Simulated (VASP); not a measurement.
# Re (P6_3/mmc) in VASP: relaxation of cell and atoms with revPBE

Aim: the relaxation of cell and atoms of Re with revPBE.

Program: VASP 6.6.1. These are calculated values, not measurements. Logs are shortened: lines on timing, memory, paths and dates and some standing lists are left out, and cuts for length are marked.

## Step 1: The cell of the first run

Symmetry: P6_3/mmc, No. 194, hexagonal system. The conventional cell has a = 2.751 Å, b = 2.751 Å, c = 8.983 Å, α = 90.00°, β = 90.00°, γ = 120.00°. Within 3.6 Å of Re (site symmetry -3m) lie 12 Re at 2.75 Å. Re (site symmetry -6m2) has 12 Re at 2.75 Å within 3.6 Å.

## Step 2: Relaxation of cell and atoms, revPBE

INCAR reads:

```
PREC     = Accurate       # precision mode
ENCUT    = 600            # plane-wave cutoff, eV
EDIFF    = 1E-7           # SCF threshold, eV
ISMEAR   = -1             # smearing method
SIGMA    = 0.1            # smearing width, eV
LREAL    = F              # projectors in reciprocal space
LASPH    = T              # aspherical terms in the spheres
NELM     = 100            # most SCF steps
ALGO     = Normal         # electronic algorithm
ISIF     = 3              # what is computed and relaxed
LWAVE    = F              # write WAVECAR
LCHARG   = F              # write CHGCAR
GGA      = RE             # functional
IBRION   = 2              # ionic algorithm
NSW      = 80             # ionic steps
EDIFFG   = -0.01          # ionic threshold
```

KPOINTS reads:

```
Automatic mesh
0
Gamma
  13 13 4
```

POSCAR reads:

```
Re
1.0
    2.7505166939      0.0000000000      0.0000000000
   -1.3752583469      2.3820173304      0.0000000000
    0.0000000000      0.0000000000      8.9831875222
Re
4
Direct
    0.0000000000      0.0000000000      0.0000000000
    0.0000000000      0.0000000000      0.5000000000
    0.3333333333      0.6666666667      0.2500000000
    0.6666666667      0.3333333333      0.7500000000
```

Potentials or basis: VASP PAW PBE potentials, release 64 (Re).

Started as:

```sh
> cat potpaw_PBE.64/Re/POTCAR > POTCAR
> mpirun -np 1 vasp_std > vasp.out
```

OUTCAR:

```text
PREC = Accurate
   ENCUT = 600
   EDIFF = 1E-7
   ISMEAR = -1
   LREAL = F
   LASPH = T
   NELM = 100
   ISIF = 3
   GGA = RE
   IBRION = 2
   NSW = 80
   EDIFFG = -0.01

 ion  position               nearest neighbor table
   1  0.000  0.000  0.000-   3 2.75   4 2.75   3 2.75   4 2.75   4 2.75   3 2.75
   2  0.000  0.000  0.500-   3 2.75   4 2.75   3 2.75   4 2.75   4 2.75   3 2.75
   3  0.333  0.667  0.250-   1 2.75   2 2.75   1 2.75   2 2.75   1 2.75   2 2.75
   4  0.667  0.333  0.750-   1 2.75   2 2.75   1 2.75   2 2.75   1 2.75   2 2.75

  LATTYP: Found a hexagonal cell.
 ALAT       =     2.7505166939
 C/A-ratio  =     3.2660000000

  Lattice vectors:

 A1 = (   2.7505166939,   0.0000000000,   0.0000000000)
 A2 = (  -1.3752583469,   2.3820173304,   0.0000000000)
 A3 = (   0.0000000000,   0.0000000000,   8.9831875222)

Analysis of symmetry for initial positions (statically):
=====================================================================
 Subroutine PRICEL returns:
 Original cell was already a primitive cell.

 Routine SETGRP: Setting up the symmetry group for a
 hexagonal supercell.

 Subroutine GETGRP returns: Found 24 space group operations
 (whereof 12 operations were pure point group operations)
 out of a pool of 24 trial point group operations.

The static configuration has the point symmetry D_3d.
 The point group associated with its full space group is D_6h.

Analysis of symmetry for dynamics (positions and initial velocities):
=====================================================================
 Subroutine PRICEL returns:
 Original cell was already a primitive cell.

 Routine SETGRP: Setting up the symmetry group for a
 hexagonal supercell.

 Subroutine GETGRP returns: Found 24 space group operations
 (whereof 12 operations were pure point group operations)
 out of a pool of 24 trial point group operations.

The dynamic configuration has the point symmetry D_3d.
 The point group associated with its full space group is D_6h.

 Subroutine INISYM returns: Found 24 space group operations
 (whereof 12 operations are pure point group operations),
 and found     1 'primitive' translations

----------------------------------------------------------------------------------------

                                     Primitive cell

  volume of cell :      58.8559

  direct lattice vectors                    reciprocal lattice vectors
     2.750516694  0.000000000  0.000000000     0.363568053  0.209906113  0.000000000
    -1.375258347  2.382017330  0.000000000     0.000000000  0.419812227  0.000000000
     0.000000000  0.000000000  8.983187522     0.000000000  0.000000000  0.111319061

  length of vectors
     2.750516694  2.750516694  8.983187522     0.419812227  0.419812227  0.111319061

  position of ions in fractional coordinates (direct lattice)
     0.000000000  0.000000000  0.000000000
     0.000000000  0.000000000  0.500000000
     0.333333333  0.666666667  0.250000000
     0.666666667  0.333333333  0.750000000

  ion indices of the primitive-cell ions
   primitive index   ion index
                 1           1
                 2           2
                 3           3
                 4           4

----------------------------------------------------------------------------------------

 KPOINTS: Automatic mesh

Automatic generation of k-mesh.
 Grid dimensions read from file:
 generate k-points for:   13   13    4

 Generating k-lattice:

  Cartesian coordinates                     Fractional coordinates (reciprocal lattice)
     0.027966773  0.016146624  0.000000000     0.076923077  0.000000000  0.000000000
     0.000000000  0.032293248  0.000000000     0.000000000  0.076923077  0.000000000
     0.000000000  0.000000000  0.027829765     0.000000000  0.000000000  0.250000000

  Length of vectors
     0.032293248  0.032293248  0.027829765

  Shift w.r.t. Gamma in fractional coordinates (k-lattice)
     0.000000000  0.000000000  0.000000000

 Subroutine IBZKPT returns following result:
 ===========================================

 Found     63 irreducible k-points:

 Following reciprocal coordinates:
            Coordinates               Weight
  0.000000  0.000000  0.000000      1.000000
  0.076923 -0.000000  0.000000      6.000000
  0.153846 -0.000000  0.000000      6.000000
  0.230769 -0.000000  0.000000      6.000000
  0.307692 -0.000000  0.000000      6.000000
  0.384615 -0.000000  0.000000      6.000000
[... 16 lines left out ...]
  0.076923 -0.000000  0.250000     12.000000
  0.153846 -0.000000  0.250000     12.000000
 [... further k-points ...]
   k-points           NKPTS =     63   k-points in BZ     NKDIM =     63   number of bands    NBANDS=     18
   number of dos      NEDOS =    301   number of ions     NIONS =      4
   total plane-waves  NPLWV =  41472
   dimension x,y,z NGX =    24 NGY =   24 NGZ =   72
   dimension x,y,z NGXF=    48 NGYF=   48 NGZF=  144
   ions per type =               4
   NGX,Y,Z   is equivalent  to a cutoff of  14.51, 14.51, 13.32 a.u.
   NGXF,Y,Z  is equivalent  to a cutoff of  29.01, 29.01, 26.65 a.u.
 SYSTEM =  unknown system
   PREC   = accura    normal or accurate (medium, high low for compatibility)
   ISTART =      0    job   : 0-new  1-cont  2-samecut
   ICHARG =      2    charge: 1-file 2-atom 10-const
   ISPIN  =      1    spin polarized calculation?
   LNONCOLLINEAR =      F non collinear calculations
   LSORBIT =      F    spin-orbit coupling
   LASPH  =      T    aspherical Exc in radial PAW
   ENCUT  =  600.0 eV  44.10 Ry    6.64 a.u.   5.49  5.49 17.94*2*pi/ulx,y,z
   NELM   =    100;   NELMIN=  2; NELMDL= -5     # of ELM steps
   EDIFF  = 0.1E-06   stopping-criterion for ELM
   LREAL  =      F    real-space projection
   EDIFFG = -.1E-01   stopping-criterion for IOM
   NSW    =     80    number of steps for IOM
   IBRION =      2    ionic relax: 0-MD 1-quasi-New 2-CG
   NFREE  =      1    steps in history (QN), initial steepest desc. (CG)
   ISIF   =      3    stress and relaxation
   ISYM   =      2    0-nonsym 1-usesym 2-fastsym
   POTIM  = 0.5000    time-step for ionic-motion
   TEBEG  =    0.0;   TEEND  =   0.0 temperature during run
   PSTRESS=    0.0 pullay stress
   NELECT =      28.0000    total number of electrons
   NUPDOWN=      -1.0000    fix difference up-down
   EMIN   =  10.00;   EMAX   =-10.00  energy-range for DOS
   EFERMI =   0.00;   METHOD = LEGACY
   ISMEAR =    -1;   SIGMA  =   0.10  broadening in eV -4-tet -1-fermi 0-gaus
   EFERMI_NEDOS =   21; number of points for ismear=-14 and -15
   IALGO  =     38    algorithm
   IMIX   =      4    mixing-type and parameters
     AMIX     =   0.40;   BMIX     =  1.00
     AMIX_MAG =   1.60;   BMIX_MAG =  1.00
  volume/ion in A,a.u.               =      14.71        99.29
  Fermi-wavevector in a.u.,A,eV,Ry     =   1.278000  2.415070 22.222188  1.633285
  Thomas-Fermi vector in A             =   2.410568
   LORBIT       =      0    0 simple, 1 ext, 2 COOP (PROOUT), +10 PAW based schemes
   GGA     = RE    functional components
   LHFCALC =     F    Hartree Fock is set to
   AEXX    =    0.0000 exact exchange contribution
   IVDW    =     0    specifies the selected vdW correction
   LEPSILON=     F    determine dielectric tensor
   LRPA    =     F    only Hartree local field effects (RPA)
 conjugate gradient relaxation of ions
 non-spin polarized calculation
  energy-cutoff  :      600.00
  volume of cell :       58.86
 maximum number of plane-waves:      2016
 NGX is ok and might be reduce to    24
   NGX = 11   NGY = 11   NGZ = 35

--------------------------------------- Ionic step        1  -------------------------------------------

 number of electron      28.0000000 magnetization

 Free energy of the ion-electron system (eV)
  ---------------------------------------------------
  ext. energy  EPLUGINS =         0.00000000
  ---------------------------------------------------
  free energy    TOTEN  =       -47.77376501 eV

  energy without entropy =      -47.68464074  energy(sigma->0) =      -47.72920287

------------------------ aborting loop because EDIFF is reached ----------------------------------------

  FORCE on cell =-STRESS in cart. coord.  units (eV):
  Direction    XX          YY          ZZ          XY          YZ          ZX
  --------------------------------------------------------------------------------------
  -------------------------------------------------------------------------------------
  Total        3.8933120      3.8933120      1.4855186      0.0000000      0.0000000      0.0000000
  in kB      105.9839564    105.9839564     40.4388689      0.0000000      0.0000000      0.0000000
  external PRESSURE =      84.1355939 kB  Pullay stress =       0.0000000 kB
[... 175 lines left out ...]
  energy  without entropy=      -47.7202212265  energy(sigma->0) =      -47.76758100

--------------------------------------- Ionic step        6  -------------------------------------------

 number of electron      28.0000000 magnetization

 Free energy of the ion-electron system (eV)
  ---------------------------------------------------
  ext. energy  EPLUGINS =         0.00000000
  ---------------------------------------------------
  free energy    TOTEN  =       -47.81732033 eV

  energy without entropy =      -47.72341289  energy(sigma->0) =      -47.77036661

 E-fermi :   7.7829     XC(G=0): -13.5904

 val. band max:        7.7789143158   @ k =   0.4615   0.0769   0.5000
 cond. band min:       7.8149210108   @ k =   0.0769   0.0769   0.0000
 fundamental gap:      0.0360066950
 Fermi energy:         7.7828629309

 k-point     1 :       0.0000    0.0000    0.0000
  band No.  band energies     occupation
      1      -2.0365      2.00000
      2       0.2457      2.00000
      3       0.3168      2.00000
      4       1.2323      2.00000
      5       5.3001      2.00000
      6       5.3944      2.00000
[... 10 lines left out ...]
     17       8.3802      0.00508
     18       8.3802      0.00508
[... 466 lines left out ...]
      2       0.2309      2.00000
      3       1.7536      2.00000
      4       2.0660      2.00000
      5       4.5636      2.00000
      6       4.8478      2.00000
[... 10 lines left out ...]
     17       8.0104      0.18629
     18       8.1249      0.06331

 [... further k-points ...]

------------------------ aborting loop because EDIFF is reached ----------------------------------------

  FORCE on cell =-STRESS in cart. coord.  units (eV):
  Direction    XX          YY          ZZ          XY          YZ          ZX
  --------------------------------------------------------------------------------------
  -------------------------------------------------------------------------------------
  Total        0.0137986      0.0137986      0.0112057      0.0000000      0.0000000     -0.0000000
  in kB        0.3675321      0.3675321      0.2984694      0.0000000      0.0000000     -0.0000000
  external PRESSURE =       0.3445112 kB  Pullay stress =       0.0000000 kB
[... 19 lines left out ...]
  FREE ENERGIE OF THE ION-ELECTRON SYSTEM (eV)
  ---------------------------------------------------
  free  energy   TOTEN  =       -47.8173203309 eV

  energy  without entropy=      -47.7234128916  energy(sigma->0) =      -47.77036661

 reached required accuracy - stopping structural energy minimisation
```

Run time: 6.9 min. Hardware: 1 thread of AMD EPYC 7R13 (Zen 3), shared host; peak memory 0.21 GiB.

What came out:

| Item | Value |
| --- | --- |
| Free energy | -47.8173 eV |
| Relaxed volume | 15.04 Å³/atom |
| Relaxed cell | a = 2.783 Å, b = 2.783 Å, c = 8.969 Å, α = 90.00°, β = 90.00°, γ = 120.00° |
| Space group after relaxing (to 0.1 Å) | P6_3/mmc (No. 194) |
| Energy gained by relaxing | 10.9 meV/atom |
| Ionic steps | 6 |
| Pressure after relaxing | 0.0 GPa |

Step by step:
```csv
step,energy change (eV),largest force (eV/Å),pressure (GPa),volume (Å³)
1,0.0000,0.0000,8.41,58.86
2,0.4516,0.0000,-25.91,65.67
3,-0.0404,0.0000,-0.92,60.31
4,-0.0404,0.0000,-0.58,60.26
5,-0.0412,0.0000,0.62,60.06
6,-0.0436,0.0000,0.03,60.15
```

Final structure:
```
Re
1.0
     2.78281    0.00000    0.00000
    -1.39141    2.40999    0.00000
     0.00000    0.00000    8.96915
Re
4
Direct
  0.00000 0.00000 0.00000
  0.00000 0.00000 0.50000
  0.33333 0.66667 0.25000
  0.66667 0.33333 0.75000
```

Caveat: the highest band is partly filled, so the run has too few bands; the PAW data sets were made with another functional, which shifts forces and pressure a little; spin-orbit coupling is left out, which moves the levels of the heavy elements.
